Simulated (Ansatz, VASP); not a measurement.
# One calculation of K2AlPtC6N6, two programs

```
K Al Pt C N
1.0
     0.00000    5.04950    5.04950
     5.04950    0.00000    5.04950
     5.04950    5.04950    0.00000
K Al Pt C N
2 1 1 6 6
Cartesian
  2.5248 2.5248 2.5248
  7.5743 7.5743 7.5743
  5.0495 5.0495 5.0495
  0.0000 0.0000 0.0000
  1.9170 5.0495 5.0495
  5.0495 1.9170 5.0495
  5.0495 5.0495 1.9170
  8.1820 5.0495 5.0495
  5.0495 8.1820 5.0495
  5.0495 5.0495 8.1820
  3.0870 5.0495 5.0495
  5.0495 3.0870 5.0495
  5.0495 5.0495 3.0870
  7.0120 5.0495 5.0495
  5.0495 7.0120 5.0495
  5.0495 5.0495 7.0120
```

Alike in both runs: task single point; functional PBE; k mesh 4 × 4 × 4; occupations gaussian, width 0.1 eV; no spin polarisation.

|  | VASP | Ansatz |
| --- | --- | --- |
| version | VASP 6.6.1 | Ansatz 0.2.0 |
| potentials or method | VASP PAW PBE potentials, release 64 (K_sv, Al, Pt, C, N), cutoff 520 eV | scalar-relativistic, plane waves, PAW |
| valence electrons in the cell | 85 | 93 |

```csv
,VASP,Ansatz,Ansatz less VASP
gap on the k mesh at the Fermi level (eV),none,none,-
pressure (GPa),10.1,9.9,-0.27
rms of the force components (eV/Å),1.224,1.079,-0.1442
```

Atom by atom the forces differ by 0.193 eV/Å (rms over components). A gap of «none» marks a metal or a gap that the smearing closes. VASP's potentials hold 85 valence electrons a cell and Ansatz's 93, so a difference there can come from the potentials and not from the codes.

Spin-orbit coupling is off throughout. Noted on VASP's run: the standard files for N, O and F lose accuracy on very short bonds.
